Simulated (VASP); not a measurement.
# LiMg12 in VASP: relaxation of the atoms with PBE

Aim: the relaxation of the atoms of LiMg12 with PBE.

All numbers are computed with VASP 6.6.1; they aren't measurements. Logs are shortened: lines on timing, memory, paths and dates and some standing lists are left out, and cuts for length are marked.

## 1. The cell of the first run

The cell holds a slab with vacuum, 13 atoms: a = 6.420 Å, b = 6.420 Å, c = 18.213 Å, α = 90.00°, β = 90.00°, γ = 60.00°.

## 2. Relaxation of the atoms, PBE

INCAR

```
SYSTEM = LiMg12
  PREC = Accurate
  ENCUT = 520
  EDIFF = 1E-6
  ISMEAR = 0
  SIGMA = 0.15
  LREAL = .FALSE.
  LASPH = .TRUE.
  NELM = 100
  ALGO = Normal
  ISIF = 2
  LWAVE = .FALSE.
  LCHARG = .FALSE.
  GGA = PE
  IBRION = 2
  NSW = 80
  EDIFFG = -0.03
```

KPOINTS

```
Automatic mesh
0
G
  3 3 1
  0 0 0
```

POSCAR

```
LiMg12
1.0
    6.4200000000      0.0000000000      0.0000000000
    3.2100000000      5.5598830000      0.0000000000
    0.0000000000      0.0000000000     18.2130400000
Mg Li
12 1
Selective dynamics
Direct
    0.0000000000      0.0000000000      0.0549057000  F F F
    0.5000000000      0.0000000000      0.0549057000  F F F
    0.0000000000      0.5000000000      0.0549057000  F F F
    0.5000000000      0.5000000000      0.0549057000  F F F
   -0.1666667000      0.3333333000      0.1980186000  T T T
    0.3333333000      0.3333333000      0.1980186000  T T T
   -0.1666667000      0.8333333000      0.1980186000  T T T
    0.3333333000      0.8333333000      0.1980186000  T T T
    0.0000000000      0.0000000000      0.3411314000  T T T
    0.5000000000      0.0000000000      0.3411314000  T T T
    0.0000000000      0.5000000000      0.3411314000  T T T
    0.5000000000      0.5000000000      0.3411314000  T T T
    0.6774649000      0.1654682000      0.4558844000  T T T
```

Potentials or basis: VASP PAW PBE potentials, release 64 (Mg, Li_sv).

Started as:

```console
cat potpaw_PBE.64/Mg/POTCAR potpaw_PBE.64/Li_sv/POTCAR > POTCAR
mpirun -np 1 vasp_std > vasp.out
```

OUTCAR:

```text
SYSTEM = LiMg12
   PREC = Accurate
   ENCUT = 520
   EDIFF = 1E-6
   ISMEAR = 0
   LREAL = .FALSE.
   LASPH = .TRUE.
   NELM = 100
   ISIF = 2
   GGA = PE
   IBRION = 2
   NSW = 80
   EDIFFG = -0.03

 ion  position               nearest neighbor table
   1  0.000  0.000  0.055-   5 3.20   8 3.20   7 3.20   3 3.21   3 3.21   4 3.21   4 3.21   2 3.21
                             2 3.21
   2  0.500  0.000  0.055-   6 3.20   7 3.20   8 3.20   4 3.21   3 3.21   4 3.21   3 3.21   1 3.21
                             1 3.21
   3  0.000  0.500  0.055-   7 3.20   6 3.20   5 3.20   1 3.21   1 3.21   2 3.21   2 3.21   4 3.21
                             4 3.21
   4  0.500  0.500  0.055-   8 3.20   5 3.20   6 3.20   2 3.21   1 3.21   2 3.21   1 3.21   3 3.21
                             3 3.21
   5  0.833  0.333  0.198-   9 3.20  12 3.20  11 3.20   1 3.20   4 3.20   3 3.20   7 3.21   7 3.21
                             8 3.21   8 3.21   6 3.21   6 3.21
   6  0.333  0.333  0.198-  10 3.20  11 3.20  12 3.20   2 3.20   3 3.20   4 3.20   8 3.21   7 3.21
                             8 3.21   7 3.21   5 3.21   5 3.21
   7  0.833  0.833  0.198-  11 3.20  10 3.20   9 3.20   3 3.20   2 3.20   1 3.20   5 3.21   5 3.21
                             6 3.21   6 3.21   8 3.21   8 3.21
   8  0.333  0.833  0.198-  12 3.20   9 3.20  10 3.20   4 3.20   1 3.20   2 3.20   6 3.21   5 3.21
                             6 3.21   5 3.21   7 3.21   7 3.21
   9  0.000  0.000  0.341-  13 2.75   5 3.20   8 3.20   7 3.20  11 3.21  11 3.21  12 3.21  12 3.21
                            10 3.21  10 3.21
  10  0.500  0.000  0.341-  13 2.83   6 3.20   7 3.20   8 3.20  12 3.21  11 3.21  12 3.21  11 3.21
                             9 3.21   9 3.21
  11  0.000  0.500  0.341-   7 3.20   6 3.20   5 3.20   9 3.21   9 3.21  10 3.21  10 3.21  12 3.21
                            12 3.21
  12  0.500  0.500  0.341-  13 2.80   8 3.20   5 3.20   6 3.20  10 3.21   9 3.21  10 3.21   9 3.21
                            11 3.21  11 3.21
  13  0.677  0.165  0.456-   9 2.75  12 2.80  10 2.83

  LATTYP: Found a hexagonal cell.
 ALAT       =     6.4199999201
 C/A-ratio  =     2.8369221537

  Lattice vectors:

 A1 = (  -3.2100000000,  -5.5598830000,   0.0000000000)
 A2 = (   6.4200000000,   0.0000000000,   0.0000000000)
 A3 = (   0.0000000000,   0.0000000000,  18.2130400000)

Analysis of symmetry for initial positions (statically):
=====================================================================
 Subroutine PRICEL returns:
 Original cell was already a primitive cell.

 Routine SETGRP: Setting up the symmetry group for a
 hexagonal supercell.

 Subroutine GETGRP returns: Found  1 space group operations
 (whereof  1 operations were pure point group operations)
 out of a pool of 24 trial point group operations.

The static configuration has the point symmetry C_1 .

Analysis of symmetry for dynamics (positions and initial velocities):
=====================================================================
 Subroutine PRICEL returns:
 Original cell was already a primitive cell.

 Routine SETGRP: Setting up the symmetry group for a
 hexagonal supercell.

 Subroutine GETGRP returns: Found  1 space group operations
 (whereof  1 operations were pure point group operations)
 out of a pool of 24 trial point group operations.

The dynamic configuration has the point symmetry C_1 .

Analysis of constrained symmetry for selective dynamics:
=====================================================================
 Subroutine PRICEL returns:
 Original cell was already a primitive cell.

 Routine SETGRP: Setting up the symmetry group for a
 hexagonal supercell.

 Subroutine GETGRP returns: Found  1 space group operations
 (whereof  1 operations were pure point group operations)
 out of a pool of 24 trial point group operations.

The constrained configuration has the point symmetry C_1 .

 Subroutine INISYM returns: Found  1 space group operations
 (whereof  1 operations are pure point group operations),
 and found     1 'primitive' translations

----------------------------------------------------------------------------------------

                                     Primitive cell

  volume of cell :     650.1044

[... 28 lines left out ...]
                 4           4
                 5           5
                 6           6
                 7           7
                 8           8
                 9           9
                10          10
                11          11
                12          12
                13          13

----------------------------------------------------------------------------------------

 KPOINTS: Automatic mesh

Automatic generation of k-mesh.
 Grid dimensions read from file:
 generate k-points for:    3    3    1

 Generating k-lattice:

  Cartesian coordinates                     Fractional coordinates (reciprocal lattice)
     0.051921080 -0.029976650  0.000000000     0.333333333  0.000000000  0.000000000
     0.000000000  0.059953300  0.000000000     0.000000000  0.333333333  0.000000000
     0.000000000  0.000000000  0.054905716     0.000000000  0.000000000  1.000000000

  Length of vectors
     0.059953299  0.059953300  0.054905716

  Shift w.r.t. Gamma in fractional coordinates (k-lattice)
     0.000000000  0.000000000  0.000000000

 Subroutine IBZKPT returns following result:
 ===========================================

 Found      5 irreducible k-points:

 Following reciprocal coordinates:
            Coordinates               Weight
  0.000000  0.000000  0.000000      1.000000
  0.333333  0.000000  0.000000      2.000000
  0.333333  0.333333  0.000000      2.000000
  0.000000  0.333333  0.000000      2.000000
 -0.333333  0.333333  0.000000      2.000000
   k-points           NKPTS =      5   k-points in BZ     NKDIM =      5   number of bands    NBANDS=     20
   number of dos      NEDOS =    301   number of ions     NIONS =     13
   total plane-waves  NPLWV = 322560
   dimension x,y,z NGX =    48 NGY =   48 NGZ =  140
   dimension x,y,z NGXF=    96 NGYF=   96 NGZF=  280
   ions per type =              12   1
   NGX,Y,Z   is equivalent  to a cutoff of  12.43, 12.43, 12.78 a.u.
   NGXF,Y,Z  is equivalent  to a cutoff of  24.86, 24.86, 25.56 a.u.
 SYSTEM =  LiMg12
   PREC   = accura    normal or accurate (medium, high low for compatibility)
   ISTART =      0    job   : 0-new  1-cont  2-samecut
   ICHARG =      2    charge: 1-file 2-atom 10-const
   ISPIN  =      1    spin polarized calculation?
   LNONCOLLINEAR =      F non collinear calculations
   LSORBIT =      F    spin-orbit coupling
   LASPH  =      T    aspherical Exc in radial PAW
   ENCUT  =  520.0 eV  38.22 Ry    6.18 a.u.  11.94 11.94 33.86*2*pi/ulx,y,z
   NELM   =    100;   NELMIN=  2; NELMDL= -5     # of ELM steps
   EDIFF  = 0.1E-05   stopping-criterion for ELM
   LREAL  =      F    real-space projection
   EDIFFG = -.3E-01   stopping-criterion for IOM
   NSW    =     80    number of steps for IOM
   IBRION =      2    ionic relax: 0-MD 1-quasi-New 2-CG
   NFREE  =      1    steps in history (QN), initial steepest desc. (CG)
   ISIF   =      2    stress and relaxation
   ISYM   =      2    0-nonsym 1-usesym 2-fastsym
   POTIM  = 0.5000    time-step for ionic-motion
   TEBEG  =    0.0;   TEEND  =   0.0 temperature during run
   PSTRESS=    0.0 pullay stress
   NELECT =      27.0000    total number of electrons
   NUPDOWN=      -1.0000    fix difference up-down
   EMIN   =  10.00;   EMAX   =-10.00  energy-range for DOS
   EFERMI =   0.00;   METHOD = LEGACY
   ISMEAR =     0;   SIGMA  =   0.15  broadening in eV -4-tet -1-fermi 0-gaus
   EFERMI_NEDOS =   21; number of points for ismear=-14 and -15
   IALGO  =     38    algorithm
   IMIX   =      4    mixing-type and parameters
     AMIX     =   0.40;   BMIX     =  1.00
     AMIX_MAG =   1.60;   BMIX_MAG =  1.00
  volume/ion in A,a.u.               =      50.01       337.47
  Fermi-wavevector in a.u.,A,eV,Ry     =   0.566937  1.071356  4.373156  0.321418
  Thomas-Fermi vector in A             =   1.605541
   LORBIT       =      0    0 simple, 1 ext, 2 COOP (PROOUT), +10 PAW based schemes
   GGA     = PE    functional components
   LHFCALC =     F    Hartree Fock is set to
   AEXX    =    0.0000 exact exchange contribution
   IVDW    =     0    specifies the selected vdW correction
   LEPSILON=     F    determine dielectric tensor
   LRPA    =     F    only Hartree local field effects (RPA)
 conjugate gradient relaxation of ions
 non-spin polarized calculation
 Gauss-broadening in eV      SIGMA  =   0.15
  energy-cutoff  :      520.00
  volume of cell :      650.10
 maximum number of plane-waves:     17556
   NGX = 23   NGY = 23   NGZ = 67

--------------------------------------- Ionic step        1  -------------------------------------------

 number of electron      27.0000008 magnetization

 Free energy of the ion-electron system (eV)
  ---------------------------------------------------
  ext. energy  EPLUGINS =         0.00000000
  ---------------------------------------------------
  free energy    TOTEN  =       -16.95024025 eV

  energy without entropy =      -16.81528718  energy(sigma->0) =      -16.88276372

------------------------ aborting loop because EDIFF is reached ----------------------------------------

  FORCE on cell =-STRESS in cart. coord.  units (eV):
  Direction    XX          YY          ZZ          XY          YZ          ZX
  --------------------------------------------------------------------------------------
  -------------------------------------------------------------------------------------
  Total       -2.7427111     -2.7500295     -0.4954451     -0.0476449      0.0128745     -0.0789818
  in kB       -6.7593903     -6.7774264     -1.2210206     -0.1174206      0.0317290     -0.1946499
  external PRESSURE =      -4.9192791 kB  Pullay stress =       0.0000000 kB
[... 122 lines left out ...]
  FREE ENERGIE OF THE ION-ELECTRON SYSTEM (eV)
  ---------------------------------------------------
  free  energy   TOTEN  =       -17.0053951303 eV

  energy  without entropy=      -16.8737007699  energy(sigma->0) =      -16.93954795

[... ionic steps 4 to 9 ...]

--------------------------------------- Ionic step       10  -------------------------------------------

 number of electron      27.0000001 magnetization

------------------------ aborting loop because EDIFF is reached ----------------------------------------
[... 89 lines left out ...]
--------------------------------------- Ionic step       12  -------------------------------------------

 number of electron      26.9999996 magnetization

 Free energy of the ion-electron system (eV)
  ---------------------------------------------------
  ext. energy  EPLUGINS =         0.00000000
  ---------------------------------------------------
  free energy    TOTEN  =       -17.02287028 eV

  energy without entropy =      -16.89886017  energy(sigma->0) =      -16.96086523

 E-fermi :  -0.3477     XC(G=0):  -4.7661

 val. band max:       -0.3843995997   @ k =   0.3333   0.3333   0.0000
 cond. band min:      -0.3325686566   @ k =   0.3333   0.0000   0.0000
 fundamental gap:      0.0518309431
 Fermi energy:        -0.3477114281

 k-point     1 :       0.0000    0.0000    0.0000
  band No.  band energies     occupation
      1     -48.7722      2.00000
      2      -6.8591      2.00000
      3      -5.5999      2.00000
      4      -3.6350      2.00000
      5      -2.1838      2.00000
      6      -2.1803      2.00000
[... 144 lines left out ...]
  FREE ENERGIE OF THE ION-ELECTRON SYSTEM (eV)
  ---------------------------------------------------
  free  energy   TOTEN  =       -17.0228702823 eV

  energy  without entropy=      -16.8988601725  energy(sigma->0) =      -16.96086523

 reached required accuracy - stopping structural energy minimisation
```

Wall time 30 min (1 thread of Intel Xeon 8259CL, shared host); peak memory 0.73 GiB.

What came out:

```yaml
Free_energy: -17.0229 eV
Energy_gained_by_relaxing: 5.6 meV/atom
Ionic_steps: 12
Band_gap_on_the_k_mesh: zero (an odd number of electrons rules out a gap without spin polarisation)
```

Step by step:
```csv
step,energy change (eV),largest force on free atoms (eV/Å),pressure (GPa)
1,0.0000,0.4064,-0.49
2,-0.0224,0.3106,-0.50
3,-0.0552,0.1063,-0.52
4,-0.0559,0.1133,-0.52
5,-0.0600,0.0874,-0.52
6,-0.0667,0.0330,-0.52
7,-0.0671,0.0424,-0.52
8,-0.0682,0.0470,-0.51
9,-0.0697,0.0594,-0.50
10,-0.0707,0.0442,-0.48
11,-0.0721,0.0333,-0.44
12,-0.0726,0.0218,-0.42
```

Final structure:
```yaml
crystal:
  lattice:
    - [6.42000, 0.00000, 0.00000]
    - [3.21000, 5.55988, 0.00000]
    - [0.00000, 0.00000, 18.21304]
  atoms:
    - { symbol: Mg, position: [0.00000, 0.00000, 0.05491] }
    - { symbol: Mg, position: [0.50000, 0.00000, 0.05491] }
    - { symbol: Mg, position: [0.00000, 0.50000, 0.05491] }
    - { symbol: Mg, position: [0.50000, 0.50000, 0.05491] }
    - { symbol: Mg, position: [0.83417, 0.33399, 0.19528] }
    - { symbol: Mg, position: [0.33208, 0.33398, 0.19555] }
    - { symbol: Mg, position: [0.83418, 0.83187, 0.19540] }
    - { symbol: Mg, position: [0.33396, 0.83326, 0.19490] }
    - { symbol: Mg, position: [0.00546, 0.99738, 0.33258] }
    - { symbol: Mg, position: [0.49851, 0.99803, 0.33347] }
    - { symbol: Mg, position: [0.00012, 0.49993, 0.34465] }
    - { symbol: Mg, position: [0.49821, 0.50429, 0.33307] }
    - { symbol: Li, position: [0.67360, 0.16625, 0.45707] }
```

Levels at points of the mesh, in eV from the Fermi level:
```
           k point  band 9  band 10  band 11  band 12  band 13  band 14  band 15  band 16  band 17  band 18
(0.00, 0.00, 0.00)   -1.72    -1.72    -1.25    -0.83    -0.80    -0.80    -0.25    -0.24    -0.23     0.68
```

Caveat: the k points lie up to 0.38 Å⁻¹ apart, too coarse for converged energies and pressures of a metal; the cutoff is under 1.25 times the usual one of these potentials, so pressure, stress and relaxed cells hold a basis-set (Pulay) error; there is no dipole correction, which matters where the two faces differ.

The gap in the log of VASP goes by the Fermi energy; the results here count the filled bands.